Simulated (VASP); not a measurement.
Input of a VASP 6.6.1 run:

File INCAR:

```
  PREC = Accurate
  ENCUT = 520
  EDIFF = 1E-6
  ISMEAR = -1
  SIGMA = 0.05
  LREAL = False
  LASPH = True
  NELM = 100
  ALGO = Normal
  ISIF = 2
  LWAVE = False
  LCHARG = True
  GGA = PE
  LELF = True
  LVHAR = True
  NBANDS = 12
```

KPOINTS

```
Automatic mesh
0
Gamma
  9 6 6
```

The input POSCAR:

```
Sb
1.0
    3.1348568363      0.0000000000      0.0140580050
    0.0000000000      4.3791971743      0.0000000000
   -0.0192337388      0.0000000000      4.3795429031
Sb
2
Direct
    0.0000950519      0.2500000000      0.2500285043
    0.9999049481      0.7500000000      0.7499714957
```

Potentials or basis: VASP PAW PBE potentials, release 64 (Sb).

Run with:

```sh
$ cat potpaw_PBE.64/Sb/POTCAR > POTCAR
$ mpirun -np 1 vasp_std > vasp.out
```

(1) Predict the pressure.

(2) Predict the band gap on the k mesh.

## Answers

(1) 0.0 GPa.

(2) zero (bands 5 and 6 overlap by 8.22 eV).

Caveat: spin-orbit coupling is left out, which moves the levels of the heavy elements.
